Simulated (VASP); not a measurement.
CaO: single point with revPBE+D3(BJ)

Crystal: CaO.

```
Ca O
1.0
     0.00000    2.39100    2.39100
     2.39100    0.00000    2.39100
     2.39100    2.39100    0.00000
Ca O
1 1
Cartesian
  0.0000 0.0000 0.0000
  2.3910 2.3910 2.3910
```

```json
{
 "Program": "VASP 6.6.1",
 "Task": "single point",
 "Functional": "revPBE",
 "Dispersion": "D3(BJ)",
 "Potentials or basis": "VASP PAW PBE potentials, release 64 (Ca_sv, O)",
 "Cutoff": "520 eV",
 "k mesh": "10 × 10 × 10",
 "Occupations": "fermi-dirac, width 0.05 eV",
 "Spin": "no spin polarisation",
 "Dipole correction": "no",
 "Further INCAR settings": "ALGO = Normal; EDIFF = 1e-06; NBANDS = 15"
}
```

| Property | Result |
| --- | --- |
| Pressure | 0.6 GPa |
| Band gap on the k mesh | 3.71 eV, indirect (least direct gap 4.08 eV) |
| Dispersion energy per atom | -0.516 eV |

Levels at points of the mesh, in eV from the valence-band top:
| k point | band 5 | band 6 | band 7 | band 8 | band 9 | band 10 | band 11 | band 12 |
| --- | --- | --- | --- | --- | --- | --- | --- | --- |
| (0.00, 0.00, 0.00) | -15.63 | 0.00 | 0.00 | 0.00 | 4.95 | 6.31 | 6.31 | 6.31 |
| (0.50, 0.00, 0.00) | -14.39 | -2.64 | -1.23 | -1.23 | 7.17 | 8.46 | 8.46 | 8.74 |
| (0.50, 0.50, 0.00) | -15.40 | -1.28 | -0.37 | -0.37 | 3.71 | 8.18 | 8.97 | 9.63 |

Wall time 17 s on 1 thread of Intel(R) Xeon(R) Platinum 8375C CPU @ 2.90GHz (Ice Lake), with other jobs on the host, peak memory 0.17 GiB.

Caveat: the PAW data sets were made with another functional, which shifts forces and pressure a little. A k mesh can miss the band edges.
